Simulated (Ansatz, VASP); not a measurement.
# Ga2BAs3: VASP beside Ansatz

```
Ga B As
1.0
     5.56092    0.00000    0.00000
    -2.78046    4.81590    0.00000
     0.00000    0.00000    8.70135
Ga B As
4 2 6
Direct
  0.33333 0.66667 0.96230
  0.66667 0.33333 0.46230
  0.33333 0.66667 0.53770
  0.66667 0.33333 0.03770
  0.00000 0.00000 0.00000
  0.00000 0.00000 0.50000
  0.15241 0.30483 0.25000
  0.84759 0.15241 0.75000
  0.69517 0.84759 0.25000
  0.84759 0.69517 0.75000
  0.15241 0.84759 0.25000
  0.30483 0.15241 0.75000
```

Change from the starting cell: species swapped into the Sc2Co3Si type (P6_3/mmc, No. 194).

Alike in both runs: functional PBE; k mesh 6 × 6 × 2; occupations gaussian, width 0.1 eV; no spin polarisation.

Ansatz relaxed the structure, and its values are those at the end. VASP's run is a single point on that final structure, the one shown.

|  | VASP | Ansatz |
| --- | --- | --- |
| version | VASP 6.6.1 | Ansatz 0.2.0 |
| potentials or method | VASP PAW PBE potentials, release 64 (Ga_d, B, As), cutoff 520 eV | scalar-relativistic, plane waves, PAW |
| valence electrons in the cell | 88 | 148 |

|  | VASP | Ansatz | Ansatz less VASP |
| --- | --- | --- | --- |
| gap on the k mesh at the Fermi level (eV) | none | none | - |
| pressure (GPa) | 0.1 | 0.0 | -0.14 |
| rms of the force components (eV/Å) | 0.025 | 0.009 | -0.0155 |

A gap of «none» marks a metal or a gap that the smearing closes. With one functional, cell and mesh, what is left measures potentials, basis and numerics. VASP's potentials hold 88 valence electrons a cell and Ansatz's 148, so a difference there can come from the potentials and not from the codes.

The k mesh is coarse, so the values compare programs but aren't converged.
